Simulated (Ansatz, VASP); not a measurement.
# AlCo in VASP and in Ansatz

```xyz
2
Lattice="3.0663 0.0000 0.0000 0.0000 3.0663 0.0000 0.0000 0.0000 2.3917" Properties=species:S:1:pos:R:3 pbc="T T T"
Al    0.0000    0.0000    0.0000
Co    1.5332    1.5332    1.1959
```

Alike in both runs: task single point; functional PBEsol; k mesh 24 × 24 × 24; occupations gaussian, width 0.15 eV; no spin polarisation.

```csv
,VASP,Ansatz
version,VASP 6.6.1,Ansatz 0.2.0
potentials or method,"VASP PAW PBE potentials, release 64 (Al, Co), cutoff 520 eV","scalar-relativistic, plane waves, PAW"
valence electrons in the cell,12,20
```

VASP gave:

```
gap on the k mesh at the Fermi level (eV)                     : none
pressure (GPa)                                                : 10.5
traceless stress, the component that is largest in VASP (GPa) : 44.80
```

Which values does Ansatz return?

gap on the k mesh at the Fermi level (eV): none; pressure (GPa): 10.5; traceless stress, the component that is largest in VASP (GPa): 44.81.

VASP's potentials were made for PBE, not for PBEsol. A gap of «none» marks a metal or a gap that the smearing closes. VASP's potentials hold 12 valence electrons a cell and Ansatz's 20, so a difference there can come from the potentials and not from the codes.
